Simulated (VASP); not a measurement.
# Ga2O3 (sol) (R-3c) in VASP: notebook

Runs on Ga2O3 (sol). Level: PBEsol. Tasks: single point.

Program: VASP 6.6.1. These are calculated values, not measurements. Logs are shortened: lines on timing, memory, paths and dates and some standing lists are left out, and cuts for length are marked.

## Step 1: The cell of the first run

The structure is trigonal, space group R-3c (No. 167). The conventional cell has a = 5.001 Å, b = 5.001 Å, c = 13.450 Å, α = 90.00°, β = 90.00°, γ = 120.00°. Within 2.6 Å of Ga (site symmetry 3) lie 6 O at 1.93 to 2.08 Å. Within 2.6 Å of O (site symmetry 2) lie 4 Ga at 1.93 to 2.08 Å.

## Step 2: Single point, PBEsol

The input, INCAR:

```
PREC = Accurate ; ENCUT = 520
EDIFF = 1E-7 ; ISMEAR = 0
SIGMA = 0.02 ; LREAL = F
LASPH = T ; NELM = 100
ALGO = Normal ; ISIF = 2
LWAVE = F ; LCHARG = F
GGA = PS ; NBANDS = 55
```

The input, KPOINTS:

```
regular mesh
0
Gamma
  6 6 6
```

The input, POSCAR:

```
Ga2O3
1.0
    2.5004187639      1.4436174464      4.4833047280
   -2.5004187639      1.4436174464      4.4833047280
    0.0000000000     -2.8872348929      4.4833047280
Ga O
4 6
Direct
    0.8557179874      0.8557179874      0.8557179874
    0.6442820126      0.6442820126      0.6442820126
    0.1442820126      0.1442820126      0.1442820126
    0.3557179874      0.3557179874      0.3557179874
    0.0527646425      0.4472353575      0.7500000000
    0.7500000000      0.0527646425      0.4472353575
    0.4472353575      0.7500000000      0.0527646425
    0.9472353575      0.5527646425      0.2500000000
    0.2500000000      0.9472353575      0.5527646425
    0.5527646425      0.2500000000      0.9472353575
```

Potentials or basis: VASP PAW PBE potentials, release 64 (Ga_d, O).

On the command line:

```
$ cat potpaw_PBE.64/Ga_d/POTCAR potpaw_PBE.64/O/POTCAR > POTCAR
$ mpirun -np 1 vasp_std > vasp.out
```

OUTCAR:

```text
PREC = Accurate
   ENCUT = 520
   EDIFF = 1E-7
   ISMEAR = 0
   LREAL = F
   LASPH = T
   NELM = 100
   ISIF = 2
   GGA = PS

 ion  position               nearest neighbor table
   1  0.856  0.856  0.856-  10 1.93   9 1.93   8 1.93   7 2.08   5 2.08   6 2.08   2 2.84
   2  0.644  0.644  0.644-   9 1.93  10 1.93   8 1.93   6 2.08   5 2.08   7 2.08   1 2.84
   3  0.144  0.144  0.144-   7 1.93   6 1.93   5 1.93  10 2.08   8 2.08   9 2.08   4 2.84
   4  0.356  0.356  0.356-   6 1.93   7 1.93   5 1.93   9 2.08   8 2.08  10 2.08   3 2.84
   5  0.053  0.447  0.750-   3 1.93   4 1.93   1 2.08   2 2.08
   6  0.750  0.053  0.447-   4 1.93   3 1.93   2 2.08   1 2.08
   7  0.447  0.750  0.053-   3 1.93   4 1.93   1 2.08   2 2.08
   8  0.947  0.553  0.250-   1 1.93   2 1.93   3 2.08   4 2.08
   9  0.250  0.947  0.553-   2 1.93   1 1.93   4 2.08   3 2.08
  10  0.553  0.250  0.947-   1 1.93   2 1.93   3 2.08   4 2.08

  LATTYP: Found a trigonal (rhomboedric) cell.
 ALAT       =     5.3325553547
 COS(alpha) =     0.5602713630

  Lattice vectors:

 A1 = (   2.5004187639,   1.4436174464,   4.4833047280)
 A2 = (  -2.5004187639,   1.4436174464,   4.4833047280)
 A3 = (   0.0000000000,  -2.8872348929,   4.4833047280)

Analysis of symmetry for initial positions (statically):
=====================================================================
 Subroutine PRICEL returns:
 Original cell was already a primitive cell.

 Routine SETGRP: Setting up the symmetry group for a
 trigonal (rhombohedral) supercell.

 Subroutine GETGRP returns: Found 12 space group operations
 (whereof  6 operations were pure point group operations)
 out of a pool of 12 trial point group operations.

The static configuration has the point symmetry S_6 .
 The point group associated with its full space group is D_3d.

Analysis of symmetry for dynamics (positions and initial velocities):
=====================================================================
 Subroutine PRICEL returns:
 Original cell was already a primitive cell.

 Routine SETGRP: Setting up the symmetry group for a
 trigonal (rhombohedral) supercell.

 Subroutine GETGRP returns: Found 12 space group operations
 (whereof  6 operations were pure point group operations)
 out of a pool of 12 trial point group operations.

The dynamic configuration has the point symmetry S_6 .
 The point group associated with its full space group is D_3d.

 Subroutine INISYM returns: Found 12 space group operations
 (whereof  6 operations are pure point group operations),
 and found     1 'primitive' translations

----------------------------------------------------------------------------------------

                                     Primitive cell

  volume of cell :      97.0989

  direct lattice vectors                    reciprocal lattice vectors
     2.500418764  1.443617446  4.483304728     0.199966504  0.115450715  0.074349917
    -2.500418764  1.443617446  4.483304728    -0.199966504  0.115450715  0.074349917
     0.000000000 -2.887234893  4.483304728     0.000000000 -0.230901430  0.074349917

  length of vectors
     5.332555355  5.332555355  5.332555355     0.242576546  0.242576546  0.242576546

  position of ions in fractional coordinates (direct lattice)
     0.855717987  0.855717987  0.855717987
     0.644282013  0.644282013  0.644282013
     0.144282013  0.144282013  0.144282013
     0.355717987  0.355717987  0.355717987
     0.052764643  0.447235357  0.750000000
     0.750000000  0.052764643  0.447235357
     0.447235357  0.750000000  0.052764643
     0.947235357  0.552764643  0.250000000
     0.250000000  0.947235357  0.552764643
     0.552764643  0.250000000  0.947235357

  ion indices of the primitive-cell ions
   primitive index   ion index
                 1           1
                 2           2
                 3           3
                 4           4
                 5           5
                 6           6
                 7           7
                 8           8
                 9           9
                10          10

----------------------------------------------------------------------------------------

 KPOINTS: regular mesh

Automatic generation of k-mesh.
 Grid dimensions read from file:
 generate k-points for:    6    6    6

 Generating k-lattice:

  Cartesian coordinates                     Fractional coordinates (reciprocal lattice)
     0.033327751  0.019241786  0.012391653     0.166666667  0.000000000  0.000000000
    -0.033327751  0.019241786  0.012391653     0.000000000  0.166666667  0.000000000
     0.000000000 -0.038483572  0.012391653     0.000000000  0.000000000  0.166666667

  Length of vectors
     0.040429424  0.040429424  0.040429424

  Shift w.r.t. Gamma in fractional coordinates (k-lattice)
     0.000000000  0.000000000  0.000000000

 Subroutine IBZKPT returns following result:
 ===========================================

 Found     32 irreducible k-points:

 Following reciprocal coordinates:
            Coordinates               Weight
  0.000000  0.000000  0.000000      1.000000
  0.166667  0.000000  0.000000      6.000000
  0.333333 -0.000000  0.000000      6.000000
  0.500000  0.000000  0.000000      3.000000
  0.166667  0.166667  0.000000      6.000000
  0.333333  0.166667  0.000000     12.000000
[... 16 lines left out ...]
  0.500000  0.500000  0.166667      6.000000
 -0.333333  0.500000  0.166667     12.000000
 [... further k-points ...]
   k-points           NKPTS =     32   k-points in BZ     NKDIM =     32   number of bands    NBANDS=     55
   number of dos      NEDOS =    301   number of ions     NIONS =     10
   total plane-waves  NPLWV =  64000
   dimension x,y,z NGX =    40 NGY =   40 NGZ =   40
   dimension x,y,z NGXF=    80 NGYF=   80 NGZF=   80
   ions per type =               4   6
   NGX,Y,Z   is equivalent  to a cutoff of  12.47, 12.47, 12.47 a.u.
   NGXF,Y,Z  is equivalent  to a cutoff of  24.94, 24.94, 24.94 a.u.
 SYSTEM =  unknown system
   PREC   = accura    normal or accurate (medium, high low for compatibility)
   ISTART =      0    job   : 0-new  1-cont  2-samecut
   ICHARG =      2    charge: 1-file 2-atom 10-const
   ISPIN  =      1    spin polarized calculation?
   LNONCOLLINEAR =      F non collinear calculations
   LSORBIT =      F    spin-orbit coupling
   LASPH  =      T    aspherical Exc in radial PAW
   ENCUT  =  520.0 eV  38.22 Ry    6.18 a.u.   9.92  9.92  9.92*2*pi/ulx,y,z
   NELM   =    100;   NELMIN=  2; NELMDL= -5     # of ELM steps
   EDIFF  = 0.1E-06   stopping-criterion for ELM
   LREAL  =      F    real-space projection
   EDIFFG = 0.1E-05   stopping-criterion for IOM
   NSW    =      0    number of steps for IOM
   IBRION =     -1    ionic relax: 0-MD 1-quasi-New 2-CG
   NFREE  =      0    steps in history (QN), initial steepest desc. (CG)
   ISIF   =      2    stress and relaxation
   ISYM   =      2    0-nonsym 1-usesym 2-fastsym
   POTIM  = 0.5000    time-step for ionic-motion
   TEBEG  =    0.0;   TEEND  =   0.0 temperature during run
   PSTRESS=    0.0 pullay stress
   NELECT =      88.0000    total number of electrons
   NUPDOWN=      -1.0000    fix difference up-down
   EMIN   =  10.00;   EMAX   =-10.00  energy-range for DOS
   EFERMI =   0.00;   METHOD = LEGACY
   ISMEAR =     0;   SIGMA  =   0.02  broadening in eV -4-tet -1-fermi 0-gaus
   EFERMI_NEDOS =   21; number of points for ismear=-14 and -15
   IALGO  =     38    algorithm
   IMIX   =      4    mixing-type and parameters
     AMIX     =   0.40;   BMIX     =  1.00
     AMIX_MAG =   1.60;   BMIX_MAG =  1.00
  volume/ion in A,a.u.               =       9.71        65.53
  Fermi-wavevector in a.u.,A,eV,Ry     =   1.584276  2.993848 34.149690  2.509931
  Thomas-Fermi vector in A             =   2.683919
   LORBIT       =      0    0 simple, 1 ext, 2 COOP (PROOUT), +10 PAW based schemes
   GGA     = PS    functional components
   LHFCALC =     F    Hartree Fock is set to
   AEXX    =    0.0000 exact exchange contribution
   IVDW    =     0    specifies the selected vdW correction
   LEPSILON=     F    determine dielectric tensor
   LRPA    =     F    only Hartree local field effects (RPA)
 non-spin polarized calculation
 Gauss-broadening in eV      SIGMA  =   0.02
  energy-cutoff  :      520.00
  volume of cell :       97.10
 maximum number of plane-waves:      2642
   NGX = 19   NGY = 19   NGZ = 19

 number of electron      87.9999976 magnetization

 Free energy of the ion-electron system (eV)
  ---------------------------------------------------
  ext. energy  EPLUGINS =         0.00000000
  ---------------------------------------------------
  free energy    TOTEN  =       -63.80837136 eV

  energy without entropy =      -63.80837136  energy(sigma->0) =      -63.80837136

 E-fermi :   4.4693     XC(G=0): -12.4325

 val. band max:        4.3438833075   @ k =  -0.1667   0.1667   0.0000
 cond. band min:       7.0427993982   @ k =   0.0000   0.0000   0.0000
 fundamental gap:      2.6989160907
 Fermi energy:         4.4692951532

 k-point     1 :       0.0000    0.0000    0.0000
  band No.  band energies     occupation
      1     -14.5919      2.00000
      2     -12.5464      2.00000
      3     -12.5464      2.00000
      4     -12.5285      2.00000
      5     -12.5036      2.00000
      6     -12.5036      2.00000
[... 47 lines left out ...]
     54      15.3176      0.00000
     55      16.5425      0.00000

 k-point     2 :       0.1667    0.0000    0.0000
  band No.  band energies     occupation
      1     -14.4648      2.00000
      2     -12.6897      2.00000
      3     -12.5607      2.00000
      4     -12.5563      2.00000
      5     -12.5121      2.00000
      6     -12.4928      2.00000
[... 47 lines left out ...]
     54      15.9369      0.00000
     55      16.3546      0.00000
[... 1216 lines left out ...]
     54      16.3707      0.00000
     55      16.4932      0.00000

 k-point    24 :      -0.3333    0.5000    0.1667
  band No.  band energies     occupation
      1     -13.5426      2.00000
      2     -13.2246      2.00000
      3     -12.9123      2.00000
      4     -12.7807      2.00000
      5     -12.5436      2.00000
      6     -12.4972      2.00000
[... 47 lines left out ...]
     54      16.2084      0.00000
     55      16.5316      0.00000

 [... further k-points ...]

------------------------ aborting loop because EDIFF is reached ----------------------------------------

  FORCE on cell =-STRESS in cart. coord.  units (eV):
  Direction    XX          YY          ZZ          XY          YZ          ZX
  --------------------------------------------------------------------------------------
  -------------------------------------------------------------------------------------
  Total        0.3574933      0.3574933      0.3382060     -0.0000000     -0.0000000     -0.0000000
  in kB        5.8988062      5.8988062      5.5805557     -0.0000000     -0.0000000     -0.0000000
  external PRESSURE =       5.7927227 kB  Pullay stress =       0.0000000 kB

 VOLUME and BASIS-vectors are now :
 -----------------------------------------------------------------------------
  energy-cutoff  :      520.00
  volume of cell :       97.10
      direct lattice vectors                 reciprocal lattice vectors
     2.500418764  1.443617446  4.483304728     0.199966504  0.115450715  0.074349917
    -2.500418764  1.443617446  4.483304728    -0.199966504  0.115450715  0.074349917
     0.000000000 -2.887234893  4.483304728     0.000000000 -0.230901430  0.074349917

 POSITION                                       TOTAL-FORCE (eV/Angst)
 -----------------------------------------------------------------------------------
      0.00000     -0.00000     11.50933        -0.000000     -0.000000      0.027655
      0.00000     -0.00000      8.66554        -0.000000      0.000000     -0.027655
      0.00000     -0.00000      1.94058        -0.000000      0.000000     -0.027655
      0.00000     -0.00000      4.78438        -0.000000     -0.000000      0.027655
     -0.98634     -1.44362      5.60413         0.012718     -0.000000      0.000000
      1.74338     -0.13239      5.60413        -0.006359      0.011014     -0.000000
     -0.75704      1.57601      5.60413        -0.006359     -0.011014     -0.000000
      0.98634      1.44362      7.84578        -0.012718     -0.000000      0.000000
     -1.74338      0.13239      7.84578         0.006359     -0.011014     -0.000000
      0.75704     -1.57601      7.84578         0.006359      0.011014     -0.000000
 -----------------------------------------------------------------------------------
    total drift:                               -0.000000      0.000000     -0.000000

  FREE ENERGIE OF THE ION-ELECTRON SYSTEM (eV)
  ---------------------------------------------------
  free  energy   TOTEN  =       -63.8083713606 eV

  energy  without entropy=      -63.8083713606  energy(sigma->0) =      -63.80837136
```

Wall time 8.9 min (1 thread of AMD EPYC 7R13, shared host); peak memory 0.27 GiB.

Results:

* Free energy: -63.8084 eV
* Pressure: 0.6 GPa
* Largest force: 0.028 eV/Å
* Band gap on the k mesh: 2.70 eV, indirect (least direct gap 2.96 eV)

Forces on the atoms (eV/Å):
```
Ga   0.000  0.000  0.028
Ga   0.000  0.000 -0.028
Ga   0.000  0.000 -0.028
Ga   0.000  0.000  0.028
O    0.013  0.000  0.000
O   -0.006  0.011  0.000
O   -0.006 -0.011  0.000
O   -0.013  0.000  0.000
O    0.006 -0.011  0.000
O    0.006  0.011  0.000
```

Levels at points of the mesh, in eV from the valence-band top:
| k point | band 40 | band 41 | band 42 | band 43 | band 44 | band 45 | band 46 | band 47 | band 48 | band 49 |
| --- | --- | --- | --- | --- | --- | --- | --- | --- | --- | --- |
| (0.00, 0.00, 0.00) | -0.34 | -0.32 | -0.32 | -0.26 | -0.26 | 2.70 | 6.57 | 6.66 | 8.76 | 10.02 |
| (0.50, 0.00, 0.00) | -1.21 | -1.00 | -1.00 | -0.15 | -0.15 | 6.30 | 6.30 | 6.61 | 6.61 | 9.73 |
| (0.50, 0.50, 0.00) | -1.04 | -0.87 | -0.70 | -0.25 | -0.15 | 6.45 | 6.65 | 7.46 | 7.62 | 8.59 |
| (0.50, 0.50, 0.50) | -1.50 | -0.31 | -0.31 | -0.31 | -0.31 | 5.76 | 5.76 | 7.74 | 7.74 | 9.29 |

Caveat: the PAW data sets were made with another functional, which shifts forces and pressure a little.

## Step 3: Single point, PBEsol

This run uses another cell than the first one, of 9.74 Å³/atom, 1.003 times its volume.

The input, INCAR:

```
  PREC = Accurate
  ENCUT = 520
  EDIFF = 1E-6
  ISMEAR = 0
  SIGMA = 0.1
  LREAL = False
  LASPH = True
  NELM = 60
  ALGO = Normal
  ISIF = 2
  LWAVE = False
  LCHARG = False
  GGA = PS
  NBANDS = 55
```

The input, KPOINTS:

```
Automatic mesh
0
Gamma
  6 6 6
```

The input, POSCAR:

```
Ga2O3
1.0
    2.4997250000      1.4432169000      4.5003166700
   -2.4997250000      1.4432169000      4.5003166700
    0.0000000000     -2.8864338000      4.5003166700
Ga O
4 6
Direct
    0.8559600000      0.8559600000      0.8559600000
    0.6440400000      0.6440400000      0.6440400000
    0.1440400000      0.1440400000      0.1440400000
    0.3559600000      0.3559600000      0.3559600000
    0.0526000000      0.4474000000      0.7500000000
    0.7500000000      0.0526000000      0.4474000000
    0.4474000000      0.7500000000      0.0526000000
    0.9474000000      0.5526000000      0.2500000000
    0.2500000000      0.9474000000      0.5526000000
    0.5526000000      0.2500000000      0.9474000000
```

Potentials or basis: VASP PAW PBE potentials, release 64 (Ga_d, O).

On the command line:

```
$ cat potpaw_PBE.64/Ga_d/POTCAR potpaw_PBE.64/O/POTCAR > POTCAR
$ mpirun -np 1 vasp_std > vasp.out
```

Wall time 7.2 min (1 thread of AMD EPYC 7R13, shared host); peak memory 0.28 GiB.

Results (log left out):

```yaml
Free_energy: -63.8082 eV
Pressure: 0.0 GPa
Largest_force: 0.032 eV/Å
Band_gap_on_the_k_mesh: 2.66 eV, indirect (least direct gap 2.91 eV)
```

Forces in eV/Å, atoms in the order of the input:
```
Ga   0.000  0.000 -0.032
Ga   0.000  0.000  0.032
Ga   0.000  0.000  0.032
Ga   0.000  0.000 -0.032
O    0.016  0.000  0.000
O   -0.008  0.014  0.000
O   -0.008 -0.014  0.000
O   -0.016  0.000  0.000
O    0.008 -0.014  0.000
O    0.008  0.014  0.000
```

Stress tensor (GPa, compression positive):
```
 0.44  0.00  0.00
 0.00  0.44  0.00
 0.00  0.00 -0.79
```

Levels at points of the mesh, in eV from the valence-band top:
| k point | band 40 | band 41 | band 42 | band 43 | band 44 | band 45 | band 46 | band 47 | band 48 | band 49 |
| --- | --- | --- | --- | --- | --- | --- | --- | --- | --- | --- |
| (0.00, 0.00, 0.00) | -0.36 | -0.31 | -0.31 | -0.25 | -0.25 | 2.66 | 6.53 | 6.65 | 8.75 | 9.96 |
| (0.50, 0.00, 0.00) | -1.21 | -1.00 | -1.00 | -0.16 | -0.16 | 6.26 | 6.26 | 6.59 | 6.59 | 9.71 |
| (0.50, 0.50, 0.00) | -1.03 | -0.87 | -0.71 | -0.26 | -0.15 | 6.41 | 6.62 | 7.44 | 7.58 | 8.56 |
| (0.50, 0.50, 0.50) | -1.50 | -0.29 | -0.29 | -0.29 | -0.29 | 5.73 | 5.73 | 7.69 | 7.69 | 9.28 |

Caveat: the PAW data sets were made with another functional, which shifts forces and pressure a little. A k mesh can miss the band edges.
